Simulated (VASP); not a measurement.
The system is SiGe2.

```
Si Ge
1.0
     0.00000    2.91054    2.91054
     2.91054    0.00000    2.91054
     2.91054    2.91054    0.00000
Si Ge
1 2
Direct
  0.00000 0.00000 0.00000
  0.25000 0.25000 0.25000
  0.75000 0.75000 0.75000
```

```yaml
Program: VASP 6.6.1
Task: relaxation of cell and atoms
Functional: r2SCAN
Potentials_or_basis: VASP PAW PBE potentials, release 64 (Si, Ge_d)
Cutoff: 600 eV
k_mesh: 6 × 6 × 6
Occupations: gaussian, width 0.1 eV
Spin: no spin polarisation
```

At the start: pressure 14.8 GPa; volume 16.44 Å³/atom.

Where does the relaxation end?

Over 3 steps the energy falls by 119.8 meV/atom and the volume is 19.40 Å³/atom (+18.0 %); space group Fm-3m (No. 225, to 0.1 Å) before and after.

Step by step:
```csv
step,energy change (eV),largest force (eV/Å),pressure (GPa),volume (Å³)
1,0.0000,0.0000,14.84,49.31
2,-0.3359,0.0000,-2.47,61.00
3,-0.3594,0.0000,-0.02,58.21
```

Final structure:
```xyz
3
Lattice="0.0000 3.0761 3.0761 3.0761 0.0000 3.0761 3.0761 3.0761 0.0000" Properties=species:S:1:pos:R:3 pbc="T T T"
Si    0.0000    0.0000    0.0000
Ge    1.5380    1.5380    1.5380
Ge    4.6141    4.6141    4.6141
```

Caveat: the volume moved by over 15 % at a fixed basis, so the end points are rough; the PAW data sets were made with another functional, which shifts forces and pressure a little.
